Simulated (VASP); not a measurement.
# Tl (Pm-3m) in VASP: further runs

The runs below take Tl through single point, relaxation of cell and atoms, with PBEsol.

Program: VASP 6.6.1. These are calculated values, not measurements. Logs are shortened: lines on timing, memory, paths and dates and some standing lists are left out, and cuts for length are marked.

**1. The cell of the first run**

Symmetry: Pm-3m, No. 221, cubic system. Conventional cell: a = 3.221 Å, b = 3.221 Å, c = 3.221 Å, α = 90.00°, β = 90.00°, γ = 90.00°. Within 4.2 Å of Tl (site symmetry m-3m) lie 6 Tl at 3.22 Å.

This isn't the form of Tl at room conditions, which is hcp.

**2. Single point, PBEsol (33.42 Å³/atom)**

The input, INCAR:

```
PREC = Accurate ; ENCUT = 520
EDIFF = 1E-6 ; ISMEAR = -1
SIGMA = 0.1 ; LREAL = False
LASPH = True ; NELM = 100
ALGO = Normal ; ISIF = 2
LWAVE = False ; LCHARG = True
GGA = PS ; LELF = True
LVHAR = True ; NBANDS = 12
```

The input, KPOINTS:

```
regular mesh
0
Gamma
  11 11 11
```

The input, POSCAR:

```
Tl
1.0
    3.2210225852      0.0000000000      0.0000000000
    0.0000000000      3.2210225852      0.0000000000
    0.0000000000      0.0000000000      3.2210225852
Tl
1
Direct
    0.0000000000      0.0000000000      0.0000000000
```

Potentials or basis: VASP PAW PBE potentials, release 64 (Tl_d).

Launch:

```console
$ cat potpaw_PBE.64/Tl_d/POTCAR > POTCAR
$ mpirun -np 1 vasp_std > vasp.out
```

OUTCAR:

```text
PREC = Accurate
   ENCUT = 520
   EDIFF = 1E-6
   ISMEAR = -1
   LREAL = False
   LASPH = True
   NELM = 100
   ISIF = 2
   GGA = PS

 ion  position               nearest neighbor table
   1  0.000  0.000  0.000-

  LATTYP: Found a simple cubic cell.
 ALAT       =     3.2210225852

  Lattice vectors:

 A1 = (   3.2210225852,   0.0000000000,   0.0000000000)
 A2 = (   0.0000000000,   3.2210225852,   0.0000000000)
 A3 = (   0.0000000000,   0.0000000000,   3.2210225852)

Analysis of symmetry for initial positions (statically):
=====================================================================
 Subroutine PRICEL returns:
 Original cell was already a primitive cell.

 Routine SETGRP: Setting up the symmetry group for a
 simple cubic supercell.

 Subroutine GETGRP returns: Found 48 space group operations
 (whereof 48 operations were pure point group operations)
 out of a pool of 48 trial point group operations.

The static configuration has the point symmetry O_h .

Analysis of symmetry for dynamics (positions and initial velocities):
=====================================================================
 Subroutine PRICEL returns:
 Original cell was already a primitive cell.

 Routine SETGRP: Setting up the symmetry group for a
 simple cubic supercell.

 Subroutine GETGRP returns: Found 48 space group operations
 (whereof 48 operations were pure point group operations)
 out of a pool of 48 trial point group operations.

The dynamic configuration has the point symmetry O_h .

 Subroutine INISYM returns: Found 48 space group operations
 (whereof 48 operations are pure point group operations),
 and found     1 'primitive' translations

----------------------------------------------------------------------------------------

                                     Primitive cell

  volume of cell :      33.4181

  direct lattice vectors                    reciprocal lattice vectors
     3.221022585  0.000000000  0.000000000     0.310460412  0.000000000  0.000000000
     0.000000000  3.221022585  0.000000000     0.000000000  0.310460412  0.000000000
     0.000000000  0.000000000  3.221022585     0.000000000  0.000000000  0.310460412

  length of vectors
     3.221022585  3.221022585  3.221022585     0.310460412  0.310460412  0.310460412

  position of ions in fractional coordinates (direct lattice)
     0.000000000  0.000000000  0.000000000

  ion indices of the primitive-cell ions
   primitive index   ion index
                 1           1

----------------------------------------------------------------------------------------

 KPOINTS: regular mesh

Automatic generation of k-mesh.
 Grid dimensions read from file:
 generate k-points for:   11   11   11

 Generating k-lattice:

  Cartesian coordinates                     Fractional coordinates (reciprocal lattice)
     0.028223674  0.000000000  0.000000000     0.090909091  0.000000000  0.000000000
     0.000000000  0.028223674  0.000000000     0.000000000  0.090909091  0.000000000
     0.000000000  0.000000000  0.028223674     0.000000000  0.000000000  0.090909091

  Length of vectors
     0.028223674  0.028223674  0.028223674

  Shift w.r.t. Gamma in fractional coordinates (k-lattice)
     0.000000000  0.000000000  0.000000000

 Subroutine IBZKPT returns following result:
 ===========================================

 Found     56 irreducible k-points:

 Following reciprocal coordinates:
            Coordinates               Weight
  0.000000  0.000000  0.000000      1.000000
  0.090909  0.000000  0.000000      6.000000
  0.181818  0.000000  0.000000      6.000000
  0.272727  0.000000  0.000000      6.000000
  0.363636  0.000000  0.000000      6.000000
  0.454545  0.000000  0.000000      6.000000
[... 16 lines left out ...]
  0.181818  0.090909  0.090909     24.000000
  0.272727  0.090909  0.090909     24.000000
 [... further k-points ...]
   k-points           NKPTS =     56   k-points in BZ     NKDIM =     56   number of bands    NBANDS=     12
   number of dos      NEDOS =    301   number of ions     NIONS =      1
   total plane-waves  NPLWV =  13824
   dimension x,y,z NGX =    24 NGY =   24 NGZ =   24
   dimension x,y,z NGXF=    48 NGYF=   48 NGZF=   48
   ions per type =               1
   NGX,Y,Z   is equivalent  to a cutoff of  12.39, 12.39, 12.39 a.u.
   NGXF,Y,Z  is equivalent  to a cutoff of  24.77, 24.77, 24.77 a.u.
 SYSTEM =  unknown system
   PREC   = accura    normal or accurate (medium, high low for compatibility)
   ISTART =      0    job   : 0-new  1-cont  2-samecut
   ICHARG =      2    charge: 1-file 2-atom 10-const
   ISPIN  =      1    spin polarized calculation?
   LNONCOLLINEAR =      F non collinear calculations
   LSORBIT =      F    spin-orbit coupling
   LASPH  =      T    aspherical Exc in radial PAW
   ENCUT  =  520.0 eV  38.22 Ry    6.18 a.u.   5.99  5.99  5.99*2*pi/ulx,y,z
   NELM   =    100;   NELMIN=  2; NELMDL= -5     # of ELM steps
   EDIFF  = 0.1E-05   stopping-criterion for ELM
   LREAL  =      F    real-space projection
   EDIFFG = 0.1E-04   stopping-criterion for IOM
   NSW    =      0    number of steps for IOM
   IBRION =     -1    ionic relax: 0-MD 1-quasi-New 2-CG
   NFREE  =      0    steps in history (QN), initial steepest desc. (CG)
   ISIF   =      2    stress and relaxation
   ISYM   =      2    0-nonsym 1-usesym 2-fastsym
   POTIM  = 0.5000    time-step for ionic-motion
   TEBEG  =    0.0;   TEEND  =   0.0 temperature during run
   PSTRESS=    0.0 pullay stress
   NELECT =      13.0000    total number of electrons
   NUPDOWN=      -1.0000    fix difference up-down
   EMIN   =  10.00;   EMAX   =-10.00  energy-range for DOS
   EFERMI =   0.00;   METHOD = LEGACY
   ISMEAR =    -1;   SIGMA  =   0.10  broadening in eV -4-tet -1-fermi 0-gaus
   EFERMI_NEDOS =   21; number of points for ismear=-14 and -15
   IALGO  =     38    algorithm
   IMIX   =      4    mixing-type and parameters
     AMIX     =   0.40;   BMIX     =  1.00
     AMIX_MAG =   1.60;   BMIX_MAG =  1.00
  volume/ion in A,a.u.               =      33.42       225.52
  Fermi-wavevector in a.u.,A,eV,Ry     =   1.195076  2.258366 19.431930  1.428207
  Thomas-Fermi vector in A             =   2.331050
   LORBIT       =      0    0 simple, 1 ext, 2 COOP (PROOUT), +10 PAW based schemes
   GGA     = PS    functional components
   LHFCALC =     F    Hartree Fock is set to
   AEXX    =    0.0000 exact exchange contribution
   IVDW    =     0    specifies the selected vdW correction
   LEPSILON=     F    determine dielectric tensor
   LRPA    =     F    only Hartree local field effects (RPA)
 non-spin polarized calculation
  energy-cutoff  :      520.00
  volume of cell :       33.42
 maximum number of plane-waves:       913
 NGX is ok and might be reduce to    24
   NGX = 11   NGY = 11   NGZ = 11

 number of electron      13.0000009 magnetization

 Free energy of the ion-electron system (eV)
  ---------------------------------------------------
  ext. energy  EPLUGINS =         0.00000000
  ---------------------------------------------------
  free energy    TOTEN  =        -2.48566954 eV

  energy without entropy =       -2.46661329  energy(sigma->0) =       -2.47614142

 E-fermi :   4.9205     XC(G=0):  -9.5294

 val. band max:        4.8454770340   @ k =   0.4545   0.4545   0.0909
 cond. band min:       4.9258334052   @ k =   0.3636   0.2727   0.0909
 fundamental gap:      0.0803563712
 Fermi energy:         4.9204541598

 k-point     1 :       0.0000    0.0000    0.0000
  band No.  band energies     occupation
      1      -7.1488      2.00000
      2      -7.1488      2.00000
      3      -6.2108      2.00000
      4      -6.2108      2.00000
      5      -6.2108      2.00000
      6      -4.5012      2.00000
      7      11.5159      0.00000
      8      11.5159      0.00000
      9      11.5159      0.00000
     10      14.1928      0.00000
     11      15.9235      0.00000
     12      15.9235      0.00000

 k-point     2 :       0.0909    0.0000    0.0000
  band No.  band energies     occupation
      1      -7.1439      2.00000
      2      -7.0994      2.00000
      3      -6.2326      2.00000
      4      -6.2326      2.00000
      5      -6.2090      2.00000
      6      -4.3756      2.00000
      7      10.0727      0.00000
      8      11.6693      0.00000
      9      11.6693      0.00000
     10      14.7045      0.00000
     11      15.9575      0.00000
     12      17.0881      0.00000

 k-point     3 :       0.1818    0.0000    0.0000
  band No.  band energies     occupation
      1      -7.1305      2.00000
      2      -6.9736      2.00000
      3      -6.2906      2.00000
      4      -6.2906      2.00000
      5      -6.2040      2.00000
      6      -3.9889      2.00000
      7       7.8103      0.00000
      8      12.1097      0.00000
      9      12.1097      0.00000
     10      15.0659      0.00000
     11      16.0587      0.00000
     12      19.6857      0.00000
[... 286 lines left out ...]
 k-point    23 :       0.1818    0.0909    0.0909
  band No.  band energies     occupation
      1      -7.0523      2.00000
      2      -6.9314      2.00000
      3      -6.3192      2.00000
      4      -6.3117      2.00000
      5      -6.2480      2.00000
      6      -3.7442      2.00000
      7       8.0782      0.00000
      8      10.6540      0.00000
      9      10.9229      0.00000
     10      16.9654      0.00000
     11      17.3902      0.00000
     12      19.6384      0.00000

 k-point    24 :       0.2727    0.0909    0.0909
  band No.  band energies     occupation
      1      -7.0351      2.00000
      2      -6.7695      2.00000
      3      -6.3985      2.00000
      4      -6.3889      2.00000
      5      -6.2408      2.00000
      6      -3.0969      2.00000
      7       5.8810      0.00013
      8      11.2691      0.00000
      9      11.5592      0.00000
     10      17.1097      0.00000
     11      17.2282      0.00000
     12      19.5695      0.00000

 [... further k-points ...]

------------------------ aborting loop because EDIFF is reached ----------------------------------------

  FORCE on cell =-STRESS in cart. coord.  units (eV):
  Direction    XX          YY          ZZ          XY          YZ          ZX
  --------------------------------------------------------------------------------------
  -------------------------------------------------------------------------------------
  Total       -0.3788153     -0.3788153     -0.3788153     -0.0000000      0.0000000     -0.0000000
  in kB      -18.1617141    -18.1617141    -18.1617141     -0.0000000      0.0000000     -0.0000000
  external PRESSURE =     -18.1617141 kB  Pullay stress =       0.0000000 kB

 VOLUME and BASIS-vectors are now :
 -----------------------------------------------------------------------------
  energy-cutoff  :      520.00
  volume of cell :       33.42
      direct lattice vectors                 reciprocal lattice vectors
     3.221022585  0.000000000  0.000000000     0.310460412  0.000000000  0.000000000
     0.000000000  3.221022585  0.000000000     0.000000000  0.310460412  0.000000000
     0.000000000  0.000000000  3.221022585     0.000000000  0.000000000  0.310460412

 POSITION                                       TOTAL-FORCE (eV/Angst)
 -----------------------------------------------------------------------------------
      0.00000      0.00000      0.00000         0.000000      0.000000      0.000000
 -----------------------------------------------------------------------------------
    total drift:                                0.000000      0.000000      0.000000

  FREE ENERGIE OF THE ION-ELECTRON SYSTEM (eV)
  ---------------------------------------------------
  free  energy   TOTEN  =        -2.4856695420 eV

  energy  without entropy=       -2.4666132943  energy(sigma->0) =       -2.47614142
```

Run time: 12 s. Hardware: 1 thread of Intel Xeon 8259CL, shared host; peak memory 0.15 GiB.

Results:

- Free energy: -2.4857 eV
- Pressure: -1.8 GPa
- Band gap on the k mesh: zero (an odd number of electrons rules out a gap without spin polarisation)

Caveat: the PAW data sets were made with another functional, which shifts forces and pressure a little; spin-orbit coupling is left out, which moves the levels of the heavy elements.

**3. Single point, PBEsol (34.66 Å³/atom)**

This run uses another cell than the first one, of 34.66 Å³/atom.

The input, INCAR:

```
SYSTEM = Tl
PREC     = Accurate       ! precision mode
ENCUT    = 520            ! plane-wave cutoff, eV
EDIFF    = 1E-7           ! SCF threshold, eV
ISMEAR   = -1             ! smearing method
SIGMA    = 0.1            ! smearing width, eV
LREAL    = .False.        ! projectors in reciprocal space
LASPH    = .True.         ! aspherical terms in the spheres
NELM     = 60             ! most SCF steps
ALGO     = Normal         ! electronic algorithm
ISIF     = 2              ! what is computed and relaxed
LWAVE    = .False.        ! write WAVECAR
LCHARG   = .False.        ! write CHGCAR
GGA      = PS             ! functional
NBANDS   = 12             ! bands
```

The input, KPOINTS:

```
Automatic mesh
0
Gamma
  11 11 11
  0 0 0
```

The input, POSCAR:

```
Tl
1.0
    3.2603072201      0.0000000000      0.0000000000
    0.0000000000      3.2603072201      0.0000000000
    0.0000000000      0.0000000000      3.2603072201
Tl
1
Direct
    0.0000000000      0.0000000000      0.0000000000
```

Potentials or basis: VASP PAW PBE potentials, release 64 (Tl_d).

Launch:

```console
$ cat potpaw_PBE.64/Tl_d/POTCAR > POTCAR
$ mpirun -np 1 vasp_std > vasp.out
```

It took 16 s on 1 thread of Intel Xeon 8259CL, shared host; peak memory 0.15 GiB.

Results (log left out):

* Free energy: -2.4694 eV
* Pressure: -2.5 GPa
* Band gap on the k mesh: zero (an odd number of electrons rules out a gap without spin polarisation)

Levels at points of the mesh, in eV from the Fermi level:
```csv
k point,band 3,band 4,band 5,band 6,band 7,band 8,band 9,band 10
"(0.00, 0.00, 0.00)",-11.15,-11.15,-11.15,-9.24,6.42,6.42,6.42,8.97
```

Caveat: the PAW data sets were made with another functional, which shifts forces and pressure a little; spin-orbit coupling is left out, which moves the levels of the heavy elements.

[end of part 1 of 2]
